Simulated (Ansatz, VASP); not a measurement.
# Ta3B2N: VASP beside Ansatz

```
Ta B N
1.0
     3.02030    0.00000    0.00000
     0.00000    3.02030    0.00000
     0.00000    0.00000    8.71352
Ta B N
3 2 1
Direct
  0.00000 0.00000 0.22529
  0.00000 0.00000 0.77471
  0.50000 0.50000 0.50000
  0.00000 0.00000 0.50000
  0.50000 0.50000 0.00000
  0.00000 0.00000 0.00000
```

Alike in both runs: functional PBE; k mesh 6 × 6 × 2; occupations gaussian, width 0.1 eV; no spin polarisation.

Ansatz relaxed the structure, and its values are those at the end. VASP's run is a single point on that final structure, the one shown.

|  | VASP | Ansatz |
| --- | --- | --- |
| version | VASP 6.6.1 | Ansatz 0.2.0 |
| potentials or method | VASP PAW PBE potentials, release 64 (Ta_sv_GW, B, N), cutoff 600 eV | scalar-relativistic, plane waves, PAW |
| valence electrons in the cell | 50 | 50 |

|  | VASP | Ansatz | Ansatz less VASP |
| --- | --- | --- | --- |
| gap on the k mesh at the Fermi level (eV) | none | none | - |
| pressure (GPa) | 0.0 | 0.1 | +0.10 |
| rms of the force components (eV/Å) | 0.017 | 0.008 | -0.0095 |

A gap of «none» marks a metal or a gap that the smearing closes.

The k mesh is coarse, so the values compare programs but aren't converged. Spin-orbit coupling is off throughout.
